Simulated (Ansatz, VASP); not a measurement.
Two plane-wave programs on SiNi3

Contents of INCAR:

```
PREC = Accurate
ENCUT = 520
EDIFF = 1E-6
ISMEAR = -1
SIGMA = 0.05
LREAL = F
LASPH = T
NELM = 150
ALGO = Normal
ISIF = 2
LWAVE = F
LCHARG = F
ISPIN = 2
MAGMOM = 1 1 1 0
LORBIT = 11
LMAXMIX = 4
GGA = CA
NBANDS = 29
```

The input KPOINTS:

```
Automatic mesh
0
Gamma
  8 8 8
```

The input POSCAR:

```
SiNi3
1.0
    3.4696939971      0.0000000000      0.0000000000
    0.0000000000      3.4696939971      0.0000000000
    0.0000000000      0.0000000000      3.4696939971
Ni Si
3 1
Direct
    0.5000000000      0.5000000000      0.0000000000
    0.5000000000      0.0000000000      0.5000000000
    0.0000000000      0.5000000000      0.5000000000
    0.0000000000      0.0000000000      0.0000000000
```

The input input.yaml:

```yaml
crystal:
  lattice:
    - [3.4696939971, 0.0, 0.0]
    - [0.0, 3.4696939971, 0.0]
    - [0.0, 0.0, 3.4696939971]
  atoms:
    - { symbol: Ni, position: [0.5, 0.5, 0.0], spin: 1.0 }
    - { symbol: Ni, position: [0.5, 0.0, 0.5], spin: 1.0 }
    - { symbol: Ni, position: [0.0, 0.5, 0.5], spin: 1.0 }
    - { symbol: Si, position: [0.0, 0.0, 0.0] }
hamiltonian:
  xc: lda
  pseudopotentials: { kind: paw }
magnetization:
  spin_polarized: true
kpoints:
  mp_grid: { grid: [8, 8, 8] }
scf:
  occupations: { method: fermi_dirac, width: 0.05 }
output:
  forces: true
  stress: true
  eigenvalues: true
```

Alike in both runs: task single point; functional LDA; k mesh 8 × 8 × 8; occupations fermi-dirac, width 0.05 eV; collinear spin.

|  | VASP | Ansatz |
| --- | --- | --- |
| version | VASP 6.6.1 | Ansatz 0.2.0 |
| potentials or method | VASP PAW LDA potentials, release 64 (Ni, Si) | Ansatz PAW |
| plane-wave cutoff (eV) | 520 | 420 |
| valence electrons in the cell | 34 | 58 |

|  | VASP | Ansatz | Ansatz less VASP |
| --- | --- | --- | --- |
| gap on the k mesh at the Fermi level (eV) | none | none | - |
| pressure (GPa) | -8.3 | -8.6 | -0.30 |
| net moment per atom (μB) | 0.00 | 0.00 | 0.000 |

LDA's correlation is that of Perdew and Zunger in VASP and of Perdew and Wang (1992) in Ansatz. A gap of «none» marks a metal or a gap that the smearing closes. VASP's potentials hold 34 valence electrons a cell and Ansatz's 58, so a difference there can come from the potentials and not from the codes.
